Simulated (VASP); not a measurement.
# Ta2N (P-3m1) in VASP: a series of runs

The runs below take Ta2N through single point, with PBEsol.

Program: VASP 6.6.1. These are calculated values, not measurements. Logs are shortened: lines on timing, memory, paths and dates and some standing lists are left out, and cuts for length are marked.

### 1 The cell of the first run

Symmetry: P-3m1, No. 164, trigonal system. The conventional cell has a = 3.015 Å, b = 3.015 Å, c = 5.330 Å, α = 90.00°, β = 90.00°, γ = 120.00°. Ta (site symmetry 3m) has 3 N at 2.20 Å and 12 Ta at 3.01 to 3.22 Å within 3.3 Å. Within 3.1 Å of N (site symmetry -3m) lie 6 Ta at 2.20 Å and 6 N at 3.01 Å.

### 2 Single point, PBEsol (13.99 Å³/atom)

Contents of INCAR:

```
PREC = Accurate ; ENCUT = 520
EDIFF = 1E-6 ; ISMEAR = 0
SIGMA = 0.15 ; LREAL = False
LASPH = True ; NELM = 80
ALGO = Normal ; ISIF = 2
LWAVE = False ; LCHARG = True
GGA = PS ; LELF = True
LVHAR = True ; NBANDS = 20
```

Contents of KPOINTS:

```
regular mesh
0
Gamma
  18 18 10
```

Contents of POSCAR:

```
Ta2N
1.0
    3.0149897084      0.0000000000      0.0000000000
   -1.5074948542      2.6110576797      0.0000000000
    0.0000000000      0.0000000000      5.3302003056
Ta N
2 1
Direct
    0.6666666667      0.3333333333      0.7463700642
    0.3333333333      0.6666666667      0.2536299358
    0.0000000000      0.0000000000      0.0000000000
```

Potentials or basis: VASP PAW PBE potentials, release 64 (Ta_pv, N).

Launch:

```bash
$ cat potpaw_PBE.64/Ta_pv/POTCAR potpaw_PBE.64/N/POTCAR > POTCAR
$ mpirun -np 1 vasp_std > vasp.out
```

OUTCAR:

```text
PREC = Accurate
   ENCUT = 520
   EDIFF = 1E-6
   ISMEAR = 0
   LREAL = False
   LASPH = True
   NELM = 80
   ISIF = 2
   GGA = PS

 ion  position               nearest neighbor table
   1  0.667  0.333  0.746-   3 2.20   3 2.20   3 2.20   2 3.15   2 3.15   2 3.15   2 3.22   2 3.22
                             2 3.22
   2  0.333  0.667  0.254-   3 2.20   3 2.20   3 2.20   1 3.15   1 3.15   1 3.15   1 3.22   1 3.22
                             1 3.22
   3  0.000  0.000  0.000-   1 2.20   2 2.20   1 2.20   2 2.20   1 2.20   2 2.20

  LATTYP: Found a hexagonal cell.
 ALAT       =     3.0149897084
 C/A-ratio  =     1.7679000000

  Lattice vectors:

 A1 = (   3.0149897084,   0.0000000000,   0.0000000000)
 A2 = (  -1.5074948542,   2.6110576797,   0.0000000000)
 A3 = (   0.0000000000,   0.0000000000,   5.3302003056)

Analysis of symmetry for initial positions (statically):
=====================================================================
 Subroutine PRICEL returns:
 Original cell was already a primitive cell.

 Routine SETGRP: Setting up the symmetry group for a
 hexagonal supercell.

 Subroutine GETGRP returns: Found 12 space group operations
 (whereof 12 operations were pure point group operations)
 out of a pool of 24 trial point group operations.

The static configuration has the point symmetry D_3d.

Analysis of symmetry for dynamics (positions and initial velocities):
=====================================================================
 Subroutine PRICEL returns:
 Original cell was already a primitive cell.

 Routine SETGRP: Setting up the symmetry group for a
 hexagonal supercell.

 Subroutine GETGRP returns: Found 12 space group operations
 (whereof 12 operations were pure point group operations)
 out of a pool of 24 trial point group operations.

The dynamic configuration has the point symmetry D_3d.

 Subroutine INISYM returns: Found 12 space group operations
 (whereof 12 operations are pure point group operations),
 and found     1 'primitive' translations

----------------------------------------------------------------------------------------

                                     Primitive cell

  volume of cell :      41.9610

  direct lattice vectors                    reciprocal lattice vectors
     3.014989708  0.000000000  0.000000000     0.331676091  0.191493280  0.000000000
    -1.507494854  2.611057680  0.000000000     0.000000000  0.382986560  0.000000000
     0.000000000  0.000000000  5.330200306     0.000000000  0.000000000  0.187610210

  length of vectors
     3.014989708  3.014989708  5.330200306     0.382986561  0.382986560  0.187610210

  position of ions in fractional coordinates (direct lattice)
     0.666666667  0.333333333  0.746370064
     0.333333333  0.666666667  0.253629936
     0.000000000  0.000000000  0.000000000

  ion indices of the primitive-cell ions
   primitive index   ion index
                 1           1
                 2           2
                 3           3

----------------------------------------------------------------------------------------

 KPOINTS: regular mesh

Automatic generation of k-mesh.
 Grid dimensions read from file:
 generate k-points for:   18   18   10

 Generating k-lattice:

  Cartesian coordinates                     Fractional coordinates (reciprocal lattice)
     0.018426449  0.010638516  0.000000000     0.055555556 -0.000000000  0.000000000
     0.000000000  0.021277031  0.000000000     0.000000000  0.055555556  0.000000000
     0.000000000  0.000000000  0.018761021     0.000000000  0.000000000  0.100000000

  Length of vectors
     0.021277031  0.021277031  0.018761021

  Shift w.r.t. Gamma in fractional coordinates (k-lattice)
     0.000000000  0.000000000  0.000000000

 Subroutine IBZKPT returns following result:
 ===========================================

 Found    330 irreducible k-points:

 Following reciprocal coordinates:
            Coordinates               Weight
  0.000000  0.000000  0.000000      1.000000
  0.055556  0.000000  0.000000      6.000000
  0.111111  0.000000  0.000000      6.000000
  0.166667  0.000000  0.000000      6.000000
  0.222222  0.000000  0.000000      6.000000
  0.277778  0.000000  0.000000      6.000000
[... 16 lines left out ...]
  0.333333  0.111111  0.000000     12.000000
  0.388889  0.111111  0.000000     12.000000
 [... further k-points ...]
   k-points           NKPTS =    330   k-points in BZ     NKDIM =    330   number of bands    NBANDS=     20
   number of dos      NEDOS =    301   number of ions     NIONS =      3
   total plane-waves  NPLWV =  23040
   dimension x,y,z NGX =    24 NGY =   24 NGZ =   40
   dimension x,y,z NGXF=    48 NGYF=   48 NGZF=   80
   ions per type =               2   1
   NGX,Y,Z   is equivalent  to a cutoff of  13.23, 13.23, 12.48 a.u.
   NGXF,Y,Z  is equivalent  to a cutoff of  26.47, 26.47, 24.95 a.u.
 SYSTEM =  unknown system
   PREC   = accura    normal or accurate (medium, high low for compatibility)
   ISTART =      0    job   : 0-new  1-cont  2-samecut
   ICHARG =      2    charge: 1-file 2-atom 10-const
   ISPIN  =      1    spin polarized calculation?
   LNONCOLLINEAR =      F non collinear calculations
   LSORBIT =      F    spin-orbit coupling
   LASPH  =      T    aspherical Exc in radial PAW
   ENCUT  =  520.0 eV  38.22 Ry    6.18 a.u.   5.61  5.61  9.91*2*pi/ulx,y,z
   NELM   =     80;   NELMIN=  2; NELMDL= -5     # of ELM steps
   EDIFF  = 0.1E-05   stopping-criterion for ELM
   LREAL  =      F    real-space projection
[... 7 lines left out ...]
   TEBEG  =    0.0;   TEEND  =   0.0 temperature during run
   PSTRESS=    0.0 pullay stress
   NELECT =      27.0000    total number of electrons
   NUPDOWN=      -1.0000    fix difference up-down
   EMIN   =  10.00;   EMAX   =-10.00  energy-range for DOS
   EFERMI =   0.00;   METHOD = LEGACY
   ISMEAR =     0;   SIGMA  =   0.15  broadening in eV -4-tet -1-fermi 0-gaus
   EFERMI_NEDOS =   21; number of points for ismear=-14 and -15
   IALGO  =     38    algorithm
   IMIX   =      4    mixing-type and parameters
     AMIX     =   0.40;   BMIX     =  1.00
     AMIX_MAG =   1.60;   BMIX_MAG =  1.00
  volume/ion in A,a.u.               =      13.99        94.39
  Fermi-wavevector in a.u.,A,eV,Ry     =   1.413343  2.670830 27.178148  1.997538
  Thomas-Fermi vector in A             =   2.534998
   LORBIT       =      0    0 simple, 1 ext, 2 COOP (PROOUT), +10 PAW based schemes
   GGA     = PS    functional components
   LHFCALC =     F    Hartree Fock is set to
   AEXX    =    0.0000 exact exchange contribution
   IVDW    =     0    specifies the selected vdW correction
   LEPSILON=     F    determine dielectric tensor
   LRPA    =     F    only Hartree local field effects (RPA)
 non-spin polarized calculation
 Gauss-broadening in eV      SIGMA  =   0.15
  energy-cutoff  :      520.00
  volume of cell :       41.96
 maximum number of plane-waves:      1155
 NGX is ok and might be reduce to    24
   NGX = 11   NGY = 11   NGZ = 19

 number of electron      26.9999998 magnetization

 Free energy of the ion-electron system (eV)
  ---------------------------------------------------
  ext. energy  EPLUGINS =         0.00000000
  ---------------------------------------------------
  free energy    TOTEN  =       -36.16470406 eV

  energy without entropy =      -36.14829093  energy(sigma->0) =      -36.15649749

 E-fermi :   6.8711     XC(G=0): -12.8360

 val. band max:        6.8613950290   @ k =   0.0556   0.0000   0.0000
 cond. band min:       6.8740707851   @ k =   0.4444   0.1111   0.2000
 fundamental gap:      0.0126757561
 Fermi energy:         6.8710987215

 k-point     1 :       0.0000    0.0000    0.0000
  band No.  band energies     occupation
      1     -28.5963      2.00000
      2     -27.9308      2.00000
      3     -27.8340      2.00000
      4     -27.8340      2.00000
      5     -27.7778      2.00000
      6     -27.7778      2.00000
[... 12 lines left out ...]
     19       8.1668      0.00000
     20      11.7211      0.00000

 k-point     2 :       0.0556    0.0000    0.0000
  band No.  band energies     occupation
      1     -28.5879      2.00000
      2     -27.9319      2.00000
      3     -27.8575      2.00000
      4     -27.8410      2.00000
      5     -27.8018      2.00000
      6     -27.7815      2.00000
[... 12 lines left out ...]
     19       8.5973      0.00000
     20      11.6542      0.00000

 k-point     3 :       0.1111    0.0000    0.0000
  band No.  band energies     occupation
      1     -28.5635      2.00000
      2     -27.9421      2.00000
      3     -27.9193      2.00000
      4     -27.8694      2.00000
      5     -27.8608      2.00000
      6     -27.7924      2.00000
[... 12 lines left out ...]
     19       9.2089      0.00000
     20      11.4609      0.00000

 k-point     4 :       0.1667    0.0000    0.0000
  band No.  band energies     occupation
      1     -28.5251      2.00000
      2     -28.0349      2.00000
      3     -27.9740      2.00000
      4     -27.9335      2.00000
      5     -27.8900      2.00000
      6     -27.8101      2.00000
[... 12 lines left out ...]
     19       9.9797      0.00000
     20      11.2031      0.00000

 k-point     5 :       0.2222    0.0000    0.0000
  band No.  band energies     occupation
      1     -28.4763      2.00000
      2     -28.1623      2.00000
      3     -28.0928      2.00000
      4     -27.9437      2.00000
      5     -27.9247      2.00000
      6     -27.8326      2.00000
[... 12 lines left out ...]
     19      10.7353      0.00000
     20      10.9940      0.00000
[... 353 lines left out ...]
      6     -27.9013      2.00000
[... 12 lines left out ...]
     19      10.9883      0.00000
     20      11.4076      0.00000

 k-point    22 :       0.2778    0.1111    0.0000
  band No.  band energies     occupation
      1     -28.4329      2.00000
      2     -28.3484      2.00000
      3     -28.3123      2.00000
      4     -28.0288      2.00000
      5     -27.9803      2.00000
      6     -27.9308      2.00000
[... 12 lines left out ...]
     19      11.0716      0.00000
     20      11.9808      0.00000

 k-point    23 :       0.3333    0.1111    0.0000
  band No.  band energies     occupation
      1     -28.5159      2.00000
      2     -28.4130      2.00000
      3     -28.2733      2.00000
      4     -28.0656      2.00000
      5     -28.0025      2.00000
      6     -27.9550      2.00000
[... 12 lines left out ...]
     19      11.3561      0.00000
     20      12.2399      0.00000

 k-point    24 :       0.3889    0.1111    0.0000
  band No.  band energies     occupation
      1     -28.5730      2.00000
      2     -28.4593      2.00000
      3     -28.2322      2.00000
      4     -28.0894      2.00000
      5     -28.0242      2.00000
      6     -27.9710      2.00000
[... 12 lines left out ...]
     19      11.5569      0.00000
     20      11.9942      0.00000

 [... further k-points ...]

------------------------ aborting loop because EDIFF is reached ----------------------------------------

  FORCE on cell =-STRESS in cart. coord.  units (eV):
  Direction    XX          YY          ZZ          XY          YZ          ZX
  --------------------------------------------------------------------------------------
  -------------------------------------------------------------------------------------
  Total       -1.7790390     -1.7790390     -7.1735838      0.0000000      0.0000000      0.0000000
  in kB      -67.9282189    -67.9282189   -273.9056123      0.0000000      0.0000000      0.0000000
  external PRESSURE =    -136.5873500 kB  Pullay stress =       0.0000000 kB

 VOLUME and BASIS-vectors are now :
 -----------------------------------------------------------------------------
  energy-cutoff  :      520.00
  volume of cell :       41.96
      direct lattice vectors                 reciprocal lattice vectors
     3.014989708  0.000000000  0.000000000     0.331676091  0.191493280  0.000000000
    -1.507494854  2.611057680  0.000000000     0.000000000  0.382986560  0.000000000
     0.000000000  0.000000000  5.330200306     0.000000000  0.000000000  0.187610210

 POSITION                                       TOTAL-FORCE (eV/Angst)
 -----------------------------------------------------------------------------------
      1.50749      0.87035      3.97830         0.000000     -0.000000     -0.357249
     -0.00000      1.74071      1.35190        -0.000000      0.000000      0.357249
      0.00000      0.00000      0.00000         0.000000      0.000000      0.000000
 -----------------------------------------------------------------------------------
    total drift:                                0.000000     -0.000000      0.000000

  FREE ENERGIE OF THE ION-ELECTRON SYSTEM (eV)
  ---------------------------------------------------
  free  energy   TOTEN  =       -36.1647040587 eV

  energy  without entropy=      -36.1482909253  energy(sigma->0) =      -36.15649749
```

It took 88 s on 1 thread of Intel Xeon 6975P-C (Granite Rapids), shared host; peak memory 0.35 GiB.

What came out:

- Free energy: -36.1647 eV
- Pressure: -13.7 GPa
- Largest force: 0.357 eV/Å
- Band gap on the k mesh: zero (an odd number of electrons rules out a gap without spin polarisation)

Forces on the atoms (eV/Å):
```
Ta   0.000  0.000 -0.357
Ta   0.000  0.000  0.357
N    0.000  0.000  0.000
```

Caveat: the cell stands under tension; the PAW data sets were made with another functional, which shifts forces and pressure a little; spin-orbit coupling is left out, which moves the levels of the heavy elements.

(Continued in part 2 of 2.)
